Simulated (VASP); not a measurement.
The system is CsAg3O2.

```
Cs Ag O
1.0
     5.85153    0.00000    0.00000
    -2.92577    5.06758    0.00000
     0.00000    0.00000    4.43595
Cs Ag O
1 3 2
Direct
  0.00000 0.00000 0.00000
  0.00000 0.50000 0.50000
  0.50000 0.50000 0.50000
  0.50000 0.00000 0.50000
  0.66667 0.33333 0.00000
  0.33333 0.66667 0.00000
```

- Program: VASP 6.6.1
- Task: relaxation of cell and atoms
- Functional: PBE
- Potentials or basis: VASP PAW PBE potentials, release 64 (Cs_sv, Ag, O)
- Cutoff: 600 eV
- k mesh: 3 × 3 × 4
- Occupations: gaussian, width 0.1 eV
- Spin: no spin polarisation

At the start: pressure -6.9 GPa; volume 21.92 Å³/atom.

Question: How do energy, volume and symmetry change on relaxing?

Answer: Over 10 steps the energy falls by 241.0 meV/atom and the volume is 18.41 Å³/atom (-16.0 %); space group P6/mmm (No. 191, to 0.05 Å).

Step by step:
```
step  energy change (eV)  largest force (eV/Å)  pressure (GPa)  volume (Å³)
   1              0.0000                0.0000           -6.87       131.54
   2             -0.9779                0.0000           -2.89       114.23
   3             -1.1963                0.0000            1.47       106.16
   4             -1.2053                0.0000            2.96       104.18
   5             -1.3775                0.0000            2.01       106.04
   6             -1.4316                0.0000            1.72       107.46
   7             -1.4331                0.0000            1.63       107.70
   8             -1.4324                0.0000            1.60       107.91
   9             -1.4420                0.0000           -0.83       111.81
  10             -1.4458                0.0000           -0.03       110.43
```

Final structure:
```
Cs Ag O
1.0
     6.00906    0.00000    0.00000
    -3.00453    5.20400    0.00000
     0.00000    0.00000    3.53144
Cs Ag O
1 3 2
Direct
  0.00000 0.00000 0.00000
  0.00000 0.50000 0.50000
  0.50000 0.50000 0.50000
  0.50000 0.00000 0.50000
  0.66667 0.33333 0.00000
  0.33333 0.66667 0.00000
```

Caveat: the k points lie up to 0.44 Å⁻¹ apart in the final cell; the volume moved by over 15 % at a fixed basis, so the end points are rough.
